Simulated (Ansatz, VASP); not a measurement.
# One calculation of Sb, two programs

INCAR

```
SYSTEM = Sb
PREC     = Accurate       ! precision mode
ENCUT    = 400            ! plane-wave cutoff, eV
EDIFF    = 1E-8           ! SCF threshold, eV
ISMEAR   = -1             ! smearing method
SIGMA    = 0.05           ! smearing width, eV
LREAL    = .False.        ! projectors in reciprocal space
LASPH    = .True.         ! aspherical terms in the spheres
NELM     = 120            ! most SCF steps
ALGO     = Normal         ! electronic algorithm
ISIF     = 2              ! what is computed and relaxed
LWAVE    = .False.        ! write WAVECAR
LCHARG   = .False.        ! write CHGCAR
GGA      = PS             ! functional
LEFG     = .True.       
NBANDS   = 12             ! bands
GGA_COMPAT= .False.
```

The input KPOINTS:

```
regular mesh
0
Gamma
  9 9 9
  0 0 0
```

POSCAR

```
Sb
1.0
    2.1290943287      1.2292331838      3.7440000000
   -2.1290943287      1.2292331838      3.7440000000
    0.0000000000     -2.4584663675      3.7440000000
Sb
2
Direct
    0.2336400000      0.2336400000      0.2336400000
    0.7663600000      0.7663600000      0.7663600000
```

Input for Ansatz:

```yaml
crystal:
  lattice:
    - [2.1290943287, 1.2292331838, 3.744]
    - [-2.1290943287, 1.2292331838, 3.744]
    - [0.0, -2.4584663675, 3.744]
  atoms:
    - { symbol: Sb, position: [0.23364, 0.23364, 0.23364] }
    - { symbol: Sb, position: [0.76636, 0.76636, 0.76636] }
kpoints:
  mp_grid: { grid: [9, 9, 9] }
scf:
  occupations: { method: fermi_dirac, width: 0.05 }
hamiltonian:
  xc: pbesol
  pseudopotentials: { kind: all_electron, datasets: crystal }
output:
  forces: true
  stress: true
  eigenvalues: true
  efg: { contact_densities: true }
```

Change from the starting cell: equal xx and yy strain of -1 %, crystal datasets.

Alike in both runs: task electric field gradients; functional PBEsol; k mesh 9 × 9 × 9; occupations fermi-dirac, width 0.05 eV; no spin polarisation.

```csv
,VASP,Ansatz
version,VASP 6.6.1,Ansatz 0.2.0
potentials or method,"VASP PAW PBE potentials, release 64 (Sb), cutoff 400 eV","all-electron PAW with datasets made for the crystal, scalar-relativistic"
```

Ansatz gave:

* pressure (GPa): 1.7
* traceless stress, the component that is largest in VASP (GPa): -0.74
* rms of the force components (eV/Å): 0.141
* size of Vzz on the site where it differs most (V/Å²): 44.3

Q: Estimate VASP's values.

A: Pressure (GPa): 1.9; traceless stress, the component that is largest in VASP (GPa): -0.80; rms of the force components (eV/Å): 0.178; size of Vzz on the site where it differs most (V/Å²): 39.9.

VASP's potentials were made for PBE, not for PBEsol. Atom by atom the forces differ by 0.037 eV/Å (rms over components). Ansatz ran all-electron here, and VASP with PAW potentials.

Neither program's run includes spin-orbit coupling.
